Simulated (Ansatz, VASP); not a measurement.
**BiAu: VASP beside Ansatz**

Contents of INCAR:

```
ALGO = Fast
EDIFF = 1E-6
ENCUT = 520
GGA = PE
ISIF = 2
ISMEAR = 0
LASPH = T
LCHARG = T
LELF = T
LREAL = F
LVHAR = T
LWAVE = F
NBANDS = 20
NELM = 60
PREC = Accurate
SIGMA = 0.05
```

File KPOINTS:

```
k-points
0
Gamma
  6 6 6
```

Contents of POSCAR:

```
BiAu
1.0
    0.0000000000      2.9546360123      2.9546360123
    2.9546360123      0.0000000000      2.9546360123
    2.9546360123      2.9546360123      0.0000000000
Au Bi
1 1
Direct
    0.0000000000      0.0000000000      0.0000000000
    0.2500000000      0.2500000000      0.2500000000
```

Input for Ansatz:

```yaml
crystal:
  lattice:
    - [0.0, 2.9546360123, 2.9546360123]
    - [2.9546360123, 0.0, 2.9546360123]
    - [2.9546360123, 2.9546360123, 0.0]
  atoms:
    - { symbol: Au, position: [0.0, 0.0, 0.0] }
    - { symbol: Bi, position: [0.25, 0.25, 0.25] }
basis:
  ecutwfc: 420
  ecutrho_ratio: 4
kpoints:
  mp_grid: { grid: [6, 6, 6] }
hamiltonian:
  xc: pbe
scf:
  occupations: { method: gaussian, width: 0.05 }
output:
  forces: true
  stress: true
  eigenvalues: true
```

Alike in both runs: task single point; functional PBE; k mesh 6 × 6 × 6; occupations gaussian, width 0.05 eV; no spin polarisation.

|  | VASP | Ansatz |
| --- | --- | --- |
| version | VASP 6.6.1 | Ansatz 0.2.0 |
| potentials or method | VASP PAW PBE potentials, release 64 (Au, Bi_d), cutoff 520 eV | scalar-relativistic, plane waves, PAW |
| valence electrons in the cell | 26 | 34 |

Ansatz gave:

* gap on the k mesh at the Fermi level (eV): none
* pressure (GPa): 25.0

Problem. What did VASP give for the same quantities?

Solution. gap on the k mesh at the Fermi level (eV): none; pressure (GPa): 24.9.

A gap of «none» marks a metal or a gap that the smearing closes. The functional is the same, so the differences come from potentials, cutoffs and numerics. VASP's potentials hold 26 valence electrons a cell and Ansatz's 34, so a difference there can come from the potentials and not from the codes.

Spin-orbit coupling is off throughout.
